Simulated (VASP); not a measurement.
# As (P6/mmm) in VASP: a series of runs

Aim: see how the results for As move with the level of theory and the settings. Levels: PBE-based screened hybrid with 10 % exact exchange, PBE-based screened hybrid with 15 % exact exchange. Tasks: single point.

Everything below comes from runs of VASP 6.6.1. Logs are shortened: lines on timing, memory, paths and dates and some standing lists are left out, and cuts for length are marked.

### 1 The cell of the first run

The structure is hexagonal, space group P6/mmm (No. 191). The conventional cell has a = 4.566 Å, b = 4.566 Å, c = 2.834 Å, α = 90.00°, β = 90.00°, γ = 120.00°. As (site symmetry -6m2) has 5 As at 2.64 to 2.83 Å within 3.5 Å.

This isn't the form of As at room conditions, which is rhombohedral.

### 2 Single point, PBE-based screened hybrid with 10 % exact exchange

File POSCAR:

```
As
1.0
    4.5664000000      0.0000000000      0.0000000000
   -2.2832000000      3.9546200000      0.0000000000
    0.0000000000      0.0000000000      2.8337400000
As
2
Direct
    0.3333300000      0.6666700000      0.0000000000
    0.6666700000      0.3333300000      0.0000000000
```

File INCAR.step1:

```
SYSTEM = As
  ALGO = Normal
  EDIFF = 1E-5
  ENCUT = 520
  GGA = PE
  ISIF = 2
  ISMEAR = -1
  LASPH = .TRUE.
  LCHARG = .FALSE.
  LREAL = .FALSE.
  LWAVE = .TRUE.
  NBANDS = 12
  NELM = 80
  PREC = Accurate
  SIGMA = 0.05
```

File INCAR.step2:

```
SYSTEM = As
  AEXX = 0.1
  ALGO = Normal
  EDIFF = 1E-6
  ENCUT = 520
  GGA = PE
  HFSCREEN = 0.2
  ISIF = 2
  ISMEAR = -1
  ISTART = 1
  LASPH = .TRUE.
  LCHARG = .FALSE.
  LHFCALC = .TRUE.
  LREAL = .FALSE.
  LWAVE = .FALSE.
  NBANDS = 12
  NELM = 80
  PREC = Accurate
  PRECFOCK = Normal
  SIGMA = 0.05
```

File KPOINTS:

```
k-points
0
G
  4 4 5
  0 0 0
```

Potentials or basis: VASP PAW PBE potentials, release 64 (As).

The run is started by

```
$ cat potpaw_PBE.64/As/POTCAR > POTCAR
$ cp INCAR.step1 INCAR
$ mpirun -np 1 vasp_std > vasp.out
$ cp INCAR.step2 INCAR
$ mpirun -np 1 vasp_std > vasp.out
```

OUTCAR:

```text
SYSTEM = As
   AEXX = 0.1
   EDIFF = 1E-6
   ENCUT = 520
   GGA = PE
   HFSCREEN = 0.2
   ISIF = 2
   ISMEAR = -1
   ISTART = 1
   LASPH = .TRUE.
   LHFCALC = .TRUE.
   LREAL = .FALSE.
   NELM = 80
   PREC = Accurate
   PRECFOCK = Normal

 ion  position               nearest neighbor table
   1  0.333  0.667  0.000-   2 2.64   2 2.64   2 2.64
   2  0.667  0.333  0.000-   1 2.64   1 2.64   1 2.64

  LATTYP: Found a hexagonal cell.
 ALAT       =     4.5664000000
 C/A-ratio  =     0.6205632446

  Lattice vectors:

 A1 = (   4.5664000000,   0.0000000000,   0.0000000000)
 A2 = (  -2.2832000000,   3.9546200000,   0.0000000000)
 A3 = (   0.0000000000,   0.0000000000,   2.8337400000)

Analysis of symmetry for initial positions (statically):
=====================================================================
 Subroutine PRICEL returns:
 Original cell was already a primitive cell.

 Routine SETGRP: Setting up the symmetry group for a
 hexagonal supercell.

 Subroutine GETGRP returns: Found  8 space group operations
 (whereof  8 operations were pure point group operations)
 out of a pool of 24 trial point group operations.

The static configuration has the point symmetry D_2h.

Analysis of symmetry for dynamics (positions and initial velocities):
=====================================================================
 Subroutine PRICEL returns:
 Original cell was already a primitive cell.

 Routine SETGRP: Setting up the symmetry group for a
 hexagonal supercell.

 Subroutine GETGRP returns: Found  8 space group operations
 (whereof  8 operations were pure point group operations)
 out of a pool of 24 trial point group operations.

The dynamic configuration has the point symmetry D_2h.

 Subroutine INISYM returns: Found  8 space group operations
 (whereof  8 operations are pure point group operations),
 and found     1 'primitive' translations

----------------------------------------------------------------------------------------

                                     Primitive cell

  volume of cell :      51.1727

  direct lattice vectors                    reciprocal lattice vectors
     4.566400000  0.000000000  0.000000000     0.218990890  0.126434398  0.000000000
    -2.283200000  3.954620000  0.000000000     0.000000000  0.252868796  0.000000000
     0.000000000  0.000000000  2.833740000     0.000000000  0.000000000  0.352890526

  length of vectors
     4.566400000  4.566401382  2.833740000     0.252868873  0.252868796  0.352890526

  position of ions in fractional coordinates (direct lattice)
     0.333330000  0.666670000  0.000000000
     0.666670000  0.333330000  0.000000000

  ion indices of the primitive-cell ions
   primitive index   ion index
                 1           1
                 2           2

----------------------------------------------------------------------------------------

 KPOINTS: k-points

Automatic generation of k-mesh.
 Grid dimensions read from file:
 generate k-points for:    4    4    5

 Generating k-lattice:

  Cartesian coordinates                     Fractional coordinates (reciprocal lattice)
     0.054747722  0.031608600  0.000000000     0.250000000 -0.000000000  0.000000000
     0.000000000  0.063217199  0.000000000     0.000000000  0.250000000  0.000000000
     0.000000000  0.000000000  0.070578105     0.000000000  0.000000000  0.200000000

  Length of vectors
     0.063217218  0.063217199  0.070578105

  Shift w.r.t. Gamma in fractional coordinates (k-lattice)
     0.000000000  0.000000000  0.000000000

 Subroutine IBZKPT returns following result:
 ===========================================

 Found     21 irreducible k-points:

 Following reciprocal coordinates:
            Coordinates               Weight
  0.000000  0.000000  0.000000      1.000000
  0.250000 -0.000000  0.000000      4.000000
 -0.250000  0.250000  0.000000      2.000000
  0.500000 -0.000000  0.000000      2.000000
  0.500000  0.500000  0.000000      1.000000
  0.250000  0.250000  0.000000      2.000000
[... 13 lines left out ...]
  0.250000  0.250000  0.400000      4.000000
 -0.250000  0.500000  0.400000      8.000000
   k-points           NKPTS =     21   k-points in BZ     NKDIM =     80   number of bands    NBANDS=     12
   number of dos      NEDOS =    301   number of ions     NIONS =      2
   total plane-waves  NPLWV =  31104
   dimension x,y,z NGX =    36 NGY =   36 NGZ =   24
   dimension x,y,z NGXF=    72 NGYF=   72 NGZF=   48
   ions per type =               2
   NGX,Y,Z   is equivalent  to a cutoff of  13.11, 13.11, 14.08 a.u.
   NGXF,Y,Z  is equivalent  to a cutoff of  26.21, 26.21, 28.16 a.u.
 SYSTEM =  As
   PREC   = accura    normal or accurate (medium, high low for compatibility)
   ISTART =      1    job   : 0-new  1-cont  2-samecut
   ICHARG =      0    charge: 1-file 2-atom 10-const
   ISPIN  =      1    spin polarized calculation?
   LNONCOLLINEAR =      F non collinear calculations
   LSORBIT =      F    spin-orbit coupling
   LASPH  =      T    aspherical Exc in radial PAW
   ENCUT  =  520.0 eV  38.22 Ry    6.18 a.u.   8.49  8.49  5.27*2*pi/ulx,y,z
   NELM   =     80;   NELMIN=  2; NELMDL=  0     # of ELM steps
   EDIFF  = 0.1E-05   stopping-criterion for ELM
   LREAL  =      F    real-space projection
   EDIFFG = 0.1E-04   stopping-criterion for IOM
   NSW    =      0    number of steps for IOM
   IBRION =     -1    ionic relax: 0-MD 1-quasi-New 2-CG
   NFREE  =      0    steps in history (QN), initial steepest desc. (CG)
   ISIF   =      2    stress and relaxation
   ISYM   =      3    0-nonsym 1-usesym 2-fastsym
   POTIM  = 0.5000    time-step for ionic-motion
   TEBEG  =    0.0;   TEEND  =   0.0 temperature during run
   PSTRESS=    0.0 pullay stress
   NELECT =      10.0000    total number of electrons
   NUPDOWN=      -1.0000    fix difference up-down
   EMIN   =  10.00;   EMAX   =-10.00  energy-range for DOS
   EFERMI =   0.00;   METHOD = LEGACY
   ISMEAR =    -1;   SIGMA  =   0.05  broadening in eV -4-tet -1-fermi 0-gaus
   EFERMI_NEDOS =   21; number of points for ismear=-14 and -15
   IALGO  =     38    algorithm
   IMIX   =      1    mixing-type and parameters
     AMIX     =   0.40;   BMIX     =  1.00
     AMIX_MAG =   1.60;   BMIX_MAG =  1.00
  volume/ion in A,a.u.               =      25.59       172.67
  Fermi-wavevector in a.u.,A,eV,Ry     =   0.950011  1.795260 12.279540  0.902521
  Thomas-Fermi vector in A             =   2.078348
   LORBIT       =      0    0 simple, 1 ext, 2 COOP (PROOUT), +10 PAW based schemes
   GGA     = PE    functional components
   LHFCALC =     T    Hartree Fock is set to
   PRECFOCK=normal    Normal, Fast or Accurate (Low or Medium for compatibility)
   ENCUT4O =  -1.0   cutoff for four orbital integrals eV
   NKREDX  =     1    reduce k-point grid by
   NKREDY  =     1    reduce k-point grid by
   NKREDZ  =     1    reduce k-point grid by
   AEXX    =    0.1000 exact exchange contribution
   HFSCREEN=    0.2000 screening length (either q_TF or 0.3 A-1)
   HFSCREENC=   0.2000 screening length for correlation (either q_TF or 0.3 A-1)
   ENCUTFOCK=  -1.0 apply spherical cutoff to Coloumb kernel
   IVDW    =     0    specifies the selected vdW correction
   LEPSILON=     F    determine dielectric tensor
   LRPA    =     F    only Hartree local field effects (RPA)
 non-spin polarized calculation
  energy-cutoff  :      520.00
  volume of cell :       51.17
 maximum number of plane-waves:      1408
 NGX is ok and might be reduce to    36
  NGX = 28; NGY = 28; NGZ = 16

 number of electron       9.9999998 magnetization

 Free energy of the ion-electron system (eV)
  ---------------------------------------------------
  ext. energy  EPLUGINS =         0.00000000
  ---------------------------------------------------
  free energy    TOTEN  =        -9.42846681 eV

  energy without entropy =       -9.41551916  energy(sigma->0) =       -9.42199299

 E-fermi :   3.8700     XC(G=0):  -8.4062

 val. band max:        3.8470530755   @ k =   0.5000  -0.0000   0.2000
 cond. band min:       3.9591478607   @ k =   0.0000   0.0000   0.0000
 fundamental gap:      0.1120947853
 Fermi energy:         3.8700069084

 k-point     1 :       0.0000    0.0000    0.0000
  band No.  band energies     occupation
      1     -11.0461      2.00000
      2      -5.1450      2.00000
      3      -0.6468      2.00000
      4      -0.6465      2.00000
      5       3.9591      0.28791
      6       3.9596      0.28556
      7       7.2275      0.00000
      8       8.6230      0.00000
      9      11.3430      0.00000
     10      12.4394      0.00000
     11      18.4340      0.00000
     12      18.4342      0.00000

 k-point     2 :       0.2500   -0.0000    0.0000
  band No.  band energies     occupation
      1     -10.5884      2.00000
      2      -6.6406      2.00000
      3      -1.1805      2.00000
      4       0.3556      2.00000
      5       4.2494      0.00101
      6       5.4808      0.00000
      7       7.6207      0.00000
      8      10.5870      0.00000
      9      10.7524      0.00000
     10      12.7096      0.00000
     11      14.6427      0.00000
     12      15.2207      0.00000

 k-point     3 :      -0.2500    0.2500    0.0000
  band No.  band energies     occupation
      1     -10.5885      2.00000
      2      -6.6405      2.00000
      3      -1.1807      2.00000
      4       0.3556      2.00000
      5       4.2492      0.00102
      6       5.4810      0.00000
      7       7.6206      0.00000
      8      10.5870      0.00000
      9      10.7524      0.00000
     10      12.7096      0.00000
     11      14.6427      0.00000
     12      15.2208      0.00000
[... 241 lines left out ...]
 k-point    20 :       0.2500    0.2500    0.4000
  band No.  band energies     occupation
      1      -7.5679      2.00000
      2      -5.8960      2.00000
      3      -0.6348      2.00000
      4      -0.2365      2.00000
      5       0.8168      2.00000
      6       4.2455      0.00109
      7       6.2535      0.00000
      8       8.0396      0.00000
      9      10.0611      0.00000
     10      11.7392      0.00000
     11      12.0250      0.00000
     12      13.4930      0.00000

 k-point    21 :      -0.2500    0.5000    0.4000
  band No.  band energies     occupation
      1      -7.5680      2.00000
      2      -5.8959      2.00000
      3      -0.6349      2.00000
      4      -0.2366      2.00000
      5       0.8170      2.00000
      6       4.2456      0.00109
      7       6.2531      0.00000
      8       8.0396      0.00000
      9      10.0612      0.00000
     10      11.7395      0.00000
     11      12.0250      0.00000
     12      13.4929      0.00000

------------------------ aborting loop because EDIFF is reached ----------------------------------------

  FORCE on cell =-STRESS in cart. coord.  units (eV):
  Direction    XX          YY          ZZ          XY          YZ          ZX
  --------------------------------------------------------------------------------------
  -------------------------------------------------------------------------------------
  Total       -1.3862815     -1.3864318      1.3078877     -0.0001292      0.0000000      0.0000000
  in kB      -43.4033552    -43.4080599     40.9489075     -0.0040440      0.0000000      0.0000000
  external PRESSURE =     -15.2875025 kB  Pullay stress =       0.0000000 kB

 VOLUME and BASIS-vectors are now :
 -----------------------------------------------------------------------------
  energy-cutoff  :      520.00
  volume of cell :       51.17
      direct lattice vectors                 reciprocal lattice vectors
     4.566400000  0.000000000  0.000000000     0.218990890  0.126434398  0.000000000
    -2.283200000  3.954620000  0.000000000     0.000000000  0.252868796  0.000000000
     0.000000000  0.000000000  2.833740000     0.000000000  0.000000000  0.352890526

 POSITION                                       TOTAL-FORCE (eV/Angst)
 -----------------------------------------------------------------------------------
     -0.00002      2.63643      0.00000         0.000016     -0.000009      0.000000
      2.28322      1.31819      0.00000        -0.000016      0.000009      0.000000
 -----------------------------------------------------------------------------------
    total drift:                                0.000000      0.000000     -0.000000

  FREE ENERGIE OF THE ION-ELECTRON SYSTEM (eV)
  ---------------------------------------------------
  free  energy   TOTEN  =        -9.4284668102 eV

  energy  without entropy=       -9.4155191633  energy(sigma->0) =       -9.42199299
```

It took 14 min on 1 thread of Intel Xeon 8259CL, shared host; peak memory 0.28 GiB.

Results:

```
Free energy            : -9.4285 eV
Pressure               : -1.5 GPa
Band gap on the k mesh : zero (bands 5 and 6 overlap by 3.72 eV)
```

Caveat: the k points lie up to 0.44 Å⁻¹ apart, too coarse for converged energies and pressures of a metal; the PAW data sets were made with another functional, which shifts forces and pressure a little.

### 3 Single point, PBE-based screened hybrid with 15 % exact exchange

POSCAR is that of step 2.

File INCAR.step1:

```
PREC = Accurate
ENCUT = 520
EDIFF = 1E-5
ISMEAR = -1
SIGMA = 0.05
LREAL = False
LASPH = True
NELM = 100
ALGO = Normal
ISIF = 2
LWAVE = True
LCHARG = False
NBANDS = 12
GGA = PE
```

File INCAR.step2:

```
PREC = Accurate
ENCUT = 520
EDIFF = 1E-6
ISMEAR = -1
SIGMA = 0.05
LREAL = False
LASPH = True
NELM = 100
ALGO = Normal
ISIF = 2
LWAVE = False
LCHARG = False
GGA = PE
LHFCALC = True
AEXX = 0.15
HFSCREEN = 0.2
PRECFOCK = Normal
NBANDS = 12
ISTART = 1
```

File KPOINTS:

```
Automatic mesh
0
Gamma
  4 4 5
```

Potentials or basis: VASP PAW PBE potentials, release 64 (As).

The run is started by

```
$ cat potpaw_PBE.64/As/POTCAR > POTCAR
$ cp INCAR.step1 INCAR
$ mpirun -np 1 vasp_std > vasp.out
$ cp INCAR.step2 INCAR
$ mpirun -np 1 vasp_std > vasp.out
```

Run time: 15 min. Hardware: 1 thread of Intel Xeon 8259CL, shared host; peak memory 0.28 GiB.

Results (log left out):

- Free energy: -9.7665 eV
- Pressure: -2.1 GPa
- Band gap on the k mesh: zero (bands 5 and 6 overlap by 3.82 eV)

Stress tensor (GPa, compression positive):
```
-4.94  0.00  0.00
 0.00 -4.94  0.00
 0.00  0.00  3.73
```

Levels at points of the mesh, in eV from the Fermi level:
| k point | band 2 | band 3 | band 4 | band 5 | band 6 | band 7 | band 8 | band 9 |
| --- | --- | --- | --- | --- | --- | --- | --- | --- |
| (0.00, 0.00, 0.00) | -9.20 | -4.61 | -4.61 | 0.15 | 0.15 | 3.44 | 4.85 | 7.67 |
| (0.50, 0.00, 0.00) | -12.32 | -5.57 | -3.37 | 2.52 | 3.86 | 4.57 | 5.85 | 5.86 |
| (0.50, 0.50, 0.00) | -12.32 | -5.57 | -3.37 | 2.52 | 3.86 | 4.57 | 5.85 | 5.86 |

Caveat: the k points lie up to 0.44 Å⁻¹ apart, too coarse for converged energies and pressures of a metal; the PAW data sets were made with another functional, which shifts forces and pressure a little.
